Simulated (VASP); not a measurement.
Input of a VASP 6.6.1 run:

The input INCAR:

```
PREC = Accurate
ENCUT = 520
EDIFF = 1E-6
ISMEAR = 0
SIGMA = 0.1
LREAL = False
LASPH = True
NELM = 80
ALGO = Normal
ISIF = 2
LWAVE = False
LCHARG = True
GGA = PE
LELF = True
LVHAR = True
NBANDS = 30
```

Contents of KPOINTS:

```
regular mesh
0
Gamma
  6 6 4
```

Contents of POSCAR:

```
Sc2GaN2
1.0
    4.3517048313     -0.0000000031      0.0000000000
   -2.1758524129      3.7686869353      0.0000000000
    0.0000000000      0.0000000000      4.2682198011
Sc Ga N
2 1 2
Direct
    0.3333333333      0.6666666667      0.0000000000
    0.0000000000      0.0000000000      0.0000000000
    0.6666666667      0.3333333333      0.5000000000
    0.6666666667      0.3333333333      0.0000000000
    0.3333333333      0.6666666667      0.5000000000
```

Potentials or basis: VASP PAW PBE potentials, release 64 (Sc_sv, Ga_d, N).

Run with:

```bash
$ cat potpaw_PBE.64/Sc_sv/POTCAR potpaw_PBE.64/Ga_d/POTCAR potpaw_PBE.64/N/POTCAR > POTCAR
$ mpirun -np 1 vasp_std > vasp.out
```

Problem. Predict the pressure.

Solution. 0.5 GPa.

Stress tensor (GPa, compression positive):
```
0.44 0.00 0.00
0.00 0.44 0.00
0.00 0.00 0.72
```

Caveat: the k points lie up to 0.37 Å⁻¹ apart.
